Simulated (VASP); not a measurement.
A run of VASP 6.6.1 is set up as follows.

INCAR

```
SYSTEM = SnO
PREC = Accurate
ENCUT = 1340
EDIFF = 1E-6
ISMEAR = 0
SIGMA = 0.02
LREAL = .False.
LASPH = .True.
NELM = 120
ALGO = Normal
ISIF = 2
LWAVE = .False.
LCHARG = .True.
GGA = PE
LELF = .True.
LVHAR = .True.
NBANDS = 28
GGA_COMPAT = .False.
```

The input KPOINTS:

```
Automatic mesh
0
Gamma
  7 7 5
  0 0 0
```

File POSCAR:

```
SnO
1.0
    3.8136952200      0.0000000000      0.0000000000
    0.0000000000      3.8136952200      0.0000000000
    0.0000000000      0.0000000000      4.8869133000
Sn O
2 2
Direct
    0.5000000000      0.0000000000      0.7646261400
    0.0000000000      0.5000000000      0.2333275786
    0.0000000000      0.0000000000      0.0000000000
    0.5000000000      0.5000000000      0.0000000000
```

Potentials or basis: VASP PAW PBE potentials, release 64 (Sn_d, O_h).

Run with:

```console
$ cat potpaw_PBE.64/Sn_d/POTCAR potpaw_PBE.64/O_h/POTCAR > POTCAR
$ mpirun -np 1 vasp_std > vasp.out
```

Q: What does it give for the band gap on the k mesh?

A: 0.42 eV (least direct gap 2.04 eV).

Q: Predict the pressure.

A: 4.1 GPa.

Q: Estimate the largest force.

A: 0.581 eV/Å.

Forces in eV/Å, atoms in the order of the input:
```
Sn   0.000  0.000 -0.507
Sn   0.000  0.000  0.581
O    0.000  0.000 -0.037
O    0.000  0.000 -0.037
```

Caveat: the cell stands under pressure; semilocal functionals underestimate gaps, and a narrow one can read as zero; spin-orbit coupling is left out, which moves the levels of the heavy elements. A k mesh can miss the band edges.
